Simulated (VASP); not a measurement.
# HC12 in VASP: single point with PBE+D3(BJ)

Aim: the single point of HC12 with PBE+D3(BJ).

Everything below comes from runs of VASP 6.6.1. Logs are shortened: lines on timing, memory, paths and dates and some standing lists are left out, and cuts for length are marked.

## Step 1: The cell of the first run

The cell holds a slab with vacuum, 13 atoms: a = 4.931 Å, b = 4.010 Å, c = 21.601 Å, α = 90.00°, β = 90.00°, γ = 90.00°.

## Step 2: Single point, PBE+D3(BJ), collinear spin

File INCAR:

```
SYSTEM = HC12
PREC     = Accurate       ! precision mode
ENCUT    = 520            ! plane-wave cutoff, eV
EDIFF    = 1E-6           ! SCF threshold, eV
ISMEAR   = 0              ! smearing method
SIGMA    = 0.05           ! smearing width, eV
LREAL    = .FALSE.        ! projectors in reciprocal space
LASPH    = .TRUE.         ! aspherical terms in the spheres
NELM     = 150            ! most SCF steps
ALGO     = Normal         ! electronic algorithm
ISIF     = 2              ! what is computed and relaxed
LWAVE    = .FALSE.        ! write WAVECAR
LCHARG   = .FALSE.        ! write CHGCAR
ISPIN    = 2              ! spin polarisation
MAGMOM   = 0 0 0 0 0 0 0 0 0 0 0 0 1 ! initial moments
LORBIT   = 11             ! projections on sites
LDIPOL   = .TRUE.       
IDIPOL   = 3            
DIPOL    = 0.5 0.5 0.299
GGA      = PE             ! functional
IVDW     = 12             ! dispersion correction
NBANDS   = 40             ! bands
KPAR     = 4
```

File KPOINTS:

```
Automatic mesh
0
G
  6 7 1
  0 0 0
```

File POSCAR:

```
HC12
1.0
    4.9311586502      0.0000000000      0.0000000000
    0.0000000000      4.0098697767      0.0000000000
    0.0000000000      0.0000000000     21.6014232414
C H
12 1
Direct
    0.2500000000      0.3776970832      0.1851729840
    0.7500000000      0.3776970832      0.1851729840
    0.0000000000      0.4720802753      0.2130426460
    0.5000000000      0.4720802753      0.2130426460
    0.0000000000      0.6609562027      0.2688143161
    0.5000000000      0.6609562027      0.2688143161
    0.2500000000      0.7503681903      0.2962457608
    0.7500000000      0.7503681903      0.2962457608
    0.2500000000      0.9412921293      0.3552728042
    0.7500000000      0.9412921293      0.3552728042
    0.0000000000      0.0234303656      0.3796705036
    0.5000000000      0.0234303656      0.3796705036
    0.1666666667      0.1900970322      0.4954036186
```

Potentials or basis: VASP PAW PBE potentials, release 64 (C, H).

The run is started by

```bash
$ cat potpaw_PBE.64/C/POTCAR potpaw_PBE.64/H/POTCAR > POTCAR
$ mpirun -np 4 vasp_std > vasp.out
```

OUTCAR:

```text
SYSTEM = HC12
   PREC = Accurate
   ENCUT = 520
   EDIFF = 1E-6
   ISMEAR = 0
   LREAL = .FALSE.
   LASPH = .TRUE.
   NELM = 150
   ISIF = 2
   ISPIN = 2
   LORBIT = 11
   GGA = PE
   IVDW = 12
 IVDW          = 12

 ion  position               nearest neighbor table
   1  0.250  0.378  0.185-   3 1.42   4 1.42
   2  0.750  0.378  0.185-   3 1.42   4 1.42
   3  0.000  0.472  0.213-   5 1.42   2 1.42   1 1.42
   4  0.500  0.472  0.213-   6 1.42   2 1.42   1 1.42
   5  0.000  0.661  0.269-   7 1.41   8 1.41   3 1.42
   6  0.500  0.661  0.269-   7 1.41   8 1.41   4 1.42
   7  0.250  0.750  0.296-   5 1.41   6 1.41   9 1.49
   8  0.750  0.750  0.296-   5 1.41   6 1.41  10 1.49
   9  0.250  0.941  0.355-  11 1.38  12 1.38   7 1.49
  10  0.750  0.941  0.355-  11 1.38  12 1.38   8 1.49
  11  0.000  0.023  0.380-   9 1.38  10 1.38
  12  0.500  0.023  0.380-   9 1.38  10 1.38
  13  0.167  0.190  0.495-

  LATTYP: Found a simple orthorhombic cell.
 ALAT       =     4.0098697767
 B/A-ratio  =     1.2297553100
 C/A-ratio  =     5.3870635318

  Lattice vectors:

 A1 = (   0.0000000000,  -4.0098697767,   0.0000000000)
 A2 = (   4.9311586502,   0.0000000000,   0.0000000000)
 A3 = (   0.0000000000,   0.0000000000,  21.6014232414)

Analysis of symmetry for initial positions (statically):
=====================================================================
 Subroutine PRICEL returns:
 Original cell was already a primitive cell.

 Routine SETGRP: Setting up the symmetry group for a
 simple orthorhombic supercell.

 Subroutine GETGRP returns: Found  1 space group operations
 (whereof  1 operations were pure point group operations)
 out of a pool of  8 trial point group operations.

The static configuration has the point symmetry C_1 .

Analysis of symmetry for dynamics (positions and initial velocities):
=====================================================================
 Subroutine PRICEL returns:
 Original cell was already a primitive cell.

 Routine SETGRP: Setting up the symmetry group for a
 simple orthorhombic supercell.

 Subroutine GETGRP returns: Found  1 space group operations
 (whereof  1 operations were pure point group operations)
 out of a pool of  8 trial point group operations.

The dynamic configuration has the point symmetry C_1 .

Analysis of structural, dynamic, and magnetic symmetry:
=====================================================================
 Subroutine PRICEL returns:
 Original cell was already a primitive cell.

 Routine SETGRP: Setting up the symmetry group for a
 simple orthorhombic supercell.

 Subroutine GETGRP returns: Found  1 space group operations
 (whereof  1 operations were pure point group operations)
 out of a pool of  8 trial point group operations.

The overall configuration has the point symmetry C_1 .

 Subroutine INISYM returns: Found  1 space group operations
 (whereof  1 operations are pure point group operations),
 and found     1 'primitive' translations

----------------------------------------------------------------------------------------

                                     Primitive cell

  volume of cell :     427.1315

  direct lattice vectors                    reciprocal lattice vectors
     4.931158650  0.000000000  0.000000000     0.202792096  0.000000000  0.000000000
     0.000000000  4.009869777  0.000000000     0.000000000  0.249384657  0.000000000
     0.000000000  0.000000000 21.601423241     0.000000000  0.000000000  0.046293246

  length of vectors
     4.931158650  4.009869777 21.601423241     0.202792096  0.249384657  0.046293246

  position of ions in fractional coordinates (direct lattice)
     0.250000000  0.377697083  0.185172984
     0.750000000  0.377697083  0.185172984
     0.000000000  0.472080275  0.213042646
     0.500000000  0.472080275  0.213042646
     0.000000000  0.660956203  0.268814316
     0.500000000  0.660956203  0.268814316
     0.250000000  0.750368190  0.296245761
     0.750000000  0.750368190  0.296245761
     0.250000000  0.941292129  0.355272804
     0.750000000  0.941292129  0.355272804
     0.000000000  0.023430366  0.379670504
     0.500000000  0.023430366  0.379670504
     0.166666667  0.190097032  0.495403619

  ion indices of the primitive-cell ions
   primitive index   ion index
                 1           1
                 2           2
                 3           3
                 4           4
                 5           5
                 6           6
                 7           7
                 8           8
[... 66 lines left out ...]
   ISTART =      0    job   : 0-new  1-cont  2-samecut
   ICHARG =      2    charge: 1-file 2-atom 10-const
   ISPIN  =      2    spin polarized calculation?
   LNONCOLLINEAR =      F non collinear calculations
   LSORBIT =      F    spin-orbit coupling
   LASPH  =      T    aspherical Exc in radial PAW
   ENCUT  =  520.0 eV  38.22 Ry    6.18 a.u.   9.17  7.46 40.16*2*pi/ulx,y,z
   NELM   =    150;   NELMIN=  2; NELMDL= -5     # of ELM steps
   EDIFF  = 0.1E-05   stopping-criterion for ELM
   LREAL  =      F    real-space projection
   EDIFFG = 0.1E-04   stopping-criterion for IOM
   NSW    =      0    number of steps for IOM
   IBRION =     -1    ionic relax: 0-MD 1-quasi-New 2-CG
   NFREE  =      0    steps in history (QN), initial steepest desc. (CG)
   ISIF   =      2    stress and relaxation
   ISYM   =      2    0-nonsym 1-usesym 2-fastsym
   POTIM  = 0.5000    time-step for ionic-motion
   TEBEG  =    0.0;   TEEND  =   0.0 temperature during run
   PSTRESS=    0.0 pullay stress
   NELECT =      49.0000    total number of electrons
   NUPDOWN=      -1.0000    fix difference up-down
   EMIN   =  10.00;   EMAX   =-10.00  energy-range for DOS
   EFERMI =   0.00;   METHOD = LEGACY
   ISMEAR =     0;   SIGMA  =   0.05  broadening in eV -4-tet -1-fermi 0-gaus
   EFERMI_NEDOS =   21; number of points for ismear=-14 and -15
   IALGO  =     38    algorithm
   IMIX   =      4    mixing-type and parameters
     AMIX     =   0.40;   BMIX     =  1.00
     AMIX_MAG =   1.60;   BMIX_MAG =  1.00
  volume/ion in A,a.u.               =      32.86       221.73
  Fermi-wavevector in a.u.,A,eV,Ry     =   0.795462  1.503206  8.609228  0.632760
  Thomas-Fermi vector in A             =   1.901795
   LORBIT       =     11    0 simple, 1 ext, 2 COOP (PROOUT), +10 PAW based schemes
   GGA     = PE    functional components
   LHFCALC =     F    Hartree Fock is set to
   AEXX    =    0.0000 exact exchange contribution
   IVDW    =    12    specifies the selected vdW correction
   LEPSILON=     F    determine dielectric tensor
   LRPA    =     F    only Hartree local field effects (RPA)
 spin polarized calculation
 Gauss-broadening in eV      SIGMA  =   0.05
  energy-cutoff  :      520.00
  volume of cell :      427.13
 maximum number of plane-waves:     11558
 NGX is ok and might be reduce to    40
   NGX = 19   NGY = 15   NGZ = 81

 number of electron      49.0000007 magnetization       0.0004218

 dipolmoment           0.000000      0.000000     -0.001991 electrons x Angstroem

 number of electron      49.0000007 magnetization      -0.2527490

 dipolmoment           0.000000      0.000000      0.006639 electrons x Angstroem

 Free energy of the ion-electron system (eV)
  ---------------------------------------------------
  ext. energy  EPLUGINS =         0.00000000
  ---------------------------------------------------
  free energy    TOTEN  =       -99.64125127 eV

  energy without entropy =      -99.63251911  energy(sigma->0) =      -99.63688519

 E-fermi :  -3.0244     XC(G=0):  -3.5463

 val. band max:       -3.0274202998   @ k =   0.5000   0.0000   0.0000
 cond. band min:      -3.0170237986   @ k =   0.5000   0.2857   0.0000
 fundamental gap:      0.0103965012
 Fermi energy:        -3.0244084255

 spin component 1

 k-point     1 :       0.0000    0.0000    0.0000
  band No.  band energies     occupation
      1     -21.9422      1.00000
      2     -20.1954      1.00000
      3     -17.8339      1.00000
      4     -17.8221      1.00000
      5     -17.6208      1.00000
      6     -15.9324      1.00000
[... 847 lines left out ...]
     35       4.6530      0.00000
     36       4.8391      0.00000
 Fermi energy:        -3.0244084255

 spin component 2

 k-point     1 :       0.0000    0.0000    0.0000
  band No.  band energies     occupation
      1     -22.0096      1.00000
      2     -20.3306      1.00000
      3     -17.9809      1.00000
      4     -17.8516      1.00000
      5     -17.6908      1.00000
      6     -16.1405      1.00000
[... 847 lines left out ...]
     35       4.7640      0.00000
     36       4.9866      0.00000
 [bands above 36 left out]

------------------------ aborting loop because EDIFF is reached ----------------------------------------

 vacuum level on the upper side and lower side of the slab       (xc-potential included)         0.032        -0.027

 Edisp (eV)   -1.32879

 E8    (eV) :    -0.3933

  FORCE on cell =-STRESS in cart. coord.  units (eV):
  Direction    XX          YY          ZZ          XY          YZ          ZX
  --------------------------------------------------------------------------------------
  -------------------------------------------------------------------------------------
  Total      -0.25274    -0.26394    -0.82394    -0.12132     0.10553    -0.36073
  in kB      -0.94803    -0.99005    -3.09062    -0.45509     0.39583    -1.35310
  external pressure =       -1.68 kB  Pullay stress =        0.00 kB

 VOLUME and BASIS-vectors are now :
 -----------------------------------------------------------------------------
  energy-cutoff  :      520.00
  volume of cell :      427.13
      direct lattice vectors                 reciprocal lattice vectors
     4.931158650  0.000000000  0.000000000     0.202792096  0.000000000  0.000000000
     0.000000000  4.009869777  0.000000000     0.000000000  0.249384657  0.000000000
     0.000000000  0.000000000 21.601423241     0.000000000  0.000000000  0.046293246

 POSITION                                       TOTAL-FORCE (eV/Angst)
 -----------------------------------------------------------------------------------
      1.23279      1.51452      4.00000         0.025075      1.147633      1.885068
      3.69837      1.51452      4.00000        -0.030695      0.925985      1.601932
      0.00000      1.89298      4.60202        -0.188849     -1.788316     -3.059433
      2.46558      1.89298      4.60202         0.193555     -1.594976     -2.762892
      0.00000      2.65035      5.80677         0.002242      0.552432      1.120115
      2.46558      2.65035      5.80677         0.062682      0.505532      1.059923
      1.23279      3.00888      6.39933        -0.131476      0.237512      0.268038
      3.69837      3.00888      6.39933         0.079358      0.242360      0.290218
      1.23279      3.77446      7.67440         0.381660     -0.194049     -0.406186
      3.69837      3.77446      7.67440        -0.408644     -0.371898     -0.661135
      0.00000      0.09395      8.20142         0.091147      0.013899      0.450010
      2.46558      0.09395      8.20142         0.051921      0.424115      0.764217
      0.82186      0.76226     10.70142        -0.127975     -0.100229     -0.549875
 -----------------------------------------------------------------------------------
    total drift:                               -0.000005     -0.000035     -0.000328

  FREE ENERGIE OF THE ION-ELECTRON SYSTEM (eV)
  ---------------------------------------------------
  free  energy   TOTEN  =      -100.9700369277 eV

  energy  without entropy=     -100.9613047642  energy(sigma->0) =     -100.96567085

 vacuum level on the upper side and lower side of the slab         2.543         2.482

 total charge

# of ion       s       p       d       tot
------------------------------------------
    1        0.888   1.541   0.000   2.430
    2        0.891   1.544   0.000   2.436
    3        0.867   1.766   0.000   2.632
    4        0.865   1.769   0.000   2.633
    5        0.873   1.781   0.000   2.654
    6        0.868   1.788   0.000   2.656
    7        0.867   1.741   0.000   2.608
    8        0.865   1.746   0.000   2.611
    9        0.868   1.784   0.000   2.652
   10        0.869   1.784   0.000   2.653
   11        0.902   1.596   0.000   2.497
   12        0.906   1.612   0.000   2.518
   13        0.362   0.000   0.000   0.362
--------------------------------------------------
tot         10.891  20.452   0.000  31.343

 magnetization (x)

# of ion       s       p       d       tot
------------------------------------------
    1       -0.073  -0.381   0.000  -0.454
    2        0.057   0.276   0.000   0.333
    3       -0.000   0.005   0.000   0.005
    4       -0.001   0.004   0.000   0.003
    5        0.000   0.000   0.000   0.001
    6       -0.002  -0.010   0.000  -0.013
    7       -0.007  -0.020   0.000  -0.027
    8       -0.007  -0.048   0.000  -0.055
    9       -0.003   0.013   0.000   0.010
   10       -0.001   0.004   0.000   0.003
   11       -0.055  -0.372   0.000  -0.428
   12        0.000  -0.020   0.000  -0.020
   13        0.344  -0.000   0.000   0.344
--------------------------------------------------
tot          0.252  -0.550   0.000  -0.298
```

Run time: 21 min. Hardware: 4 MPI ranks of Oxide Virtual Turin-like, shared host; peak memory 0.98 GiB.

What came out:

```yaml
Free_energy: -100.9700 eV
Largest_force: 3.549 eV/Å
Net_moment: -0.25 μB per cell
Site_moments: C -0.45, +0.33, +0.01, +0.00, -0.01, -0.03, -0.06, -0.43, -0.02 (each value once); H +0.34 μB
Valence_electrons_inside_the_program's_atomic_spheres: C 2.43, 2.44, 2.63, 2.65, 2.66, 2.61, 2.50, 2.52 (each value once); H 0.36
Dispersion_energy_per_atom: -0.102 eV
```

Forces in eV/Å, atoms in the order of the input:
```
C    0.025  1.148  1.885
C   -0.031  0.926  1.602
C   -0.189 -1.788 -3.059
C    0.194 -1.595 -2.763
C    0.002  0.552  1.120
C    0.063  0.506  1.060
C   -0.131  0.238  0.268
C    0.079  0.242  0.290
C    0.382 -0.194 -0.406
C   -0.409 -0.372 -0.661
C    0.091  0.014  0.450
C    0.052  0.424  0.764
H   -0.128 -0.100 -0.550
```
